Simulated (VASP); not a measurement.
## Cr: single point with PBE

Cr:

```
Cr
1.0
     2.53011    0.00000    0.00000
    -1.26505    2.19114    0.00000
     0.00000    0.00000    8.92870
Cr
4
Cartesian
  0.0000 0.0000 8.9287
  0.0000 0.0000 4.4643
  0.0000 1.4608 2.2322
  1.2651 0.7304 6.6965
```

This isn't the form of Cr at room conditions, which is bcc.

```json
{"Program": "VASP 6.6.1", "Task": "single point", "Functional": "PBE", "Potentials or basis": "VASP PAW PBE potentials, release 64 (Cr_pv)", "Cutoff": "500 eV", "k mesh": "16 × 16 × 4", "Occupations": "fermi-dirac, width 0.05 eV", "Spin": "collinear spin, antiferromagnetic start", "Starting moments": "[1.5, 1.5, -1.5, -1.5] μB", "Dipole correction": "no", "Further INCAR settings": "ALGO = Normal; EDIFF = 1e-06; NBANDS = 36"}
```

```json
{
  "Pressure": "-9.1 GPa",
  "Band gap on the k mesh": "zero (filled and empty bands overlap)",
  "Net moment": "0.00 μB per cell",
  "Valence electrons inside the program's atomic spheres": "Cr 10.94"
}
```

Stress tensor (GPa, compression positive):
```
-9.24  0.00  0.00
 0.00 -9.24  0.00
 0.00  0.00 -8.67
```

Levels at points of the mesh, in eV from the Fermi level:
Spin up:
```csv
k point,band 20,band 21,band 22,band 23,band 24,band 25,band 26,band 27,band 28,band 29
"(0.00, 0.00, 0.00)",-0.41,-0.41,-0.32,-0.32,-0.17,-0.17,-0.14,-0.07,-0.07,1.08
"(0.50, 0.00, 0.00)",-1.37,-0.72,-0.29,-0.19,0.87,0.87,1.65,2.18,2.19,2.44
"(0.00, 0.00, 0.50)",-0.99,-0.34,-0.34,-0.34,-0.34,-0.16,-0.16,-0.16,-0.16,1.25
"(0.50, 0.00, 0.50)",-1.49,0.09,0.09,0.10,0.10,0.60,0.60,1.77,1.77,2.64
```
Spin down:
```tsv
k point	band 22	band 23	band 24	band 25	band 26	band 27
(0.00, 0.00, 0.00)	-0.32	-0.32	-0.17	-0.17	-0.14	-0.07
(0.50, 0.00, 0.00)	-0.29	-0.19	0.87	0.87	1.65	2.18
(0.00, 0.00, 0.50)	-0.34	-0.34	-0.34	-0.16	-0.16	-0.16
(0.50, 0.00, 0.50)	0.09	0.10	0.10	0.60	0.60	1.77
```

Run time: 2.9 min on 1 thread of Intel(R) Xeon(R) 6975P-C (Granite Rapids) (shared host), peak memory 0.31 GiB.

Caveat: the cell stands under tension; the moments typed at the start vanished in this run.
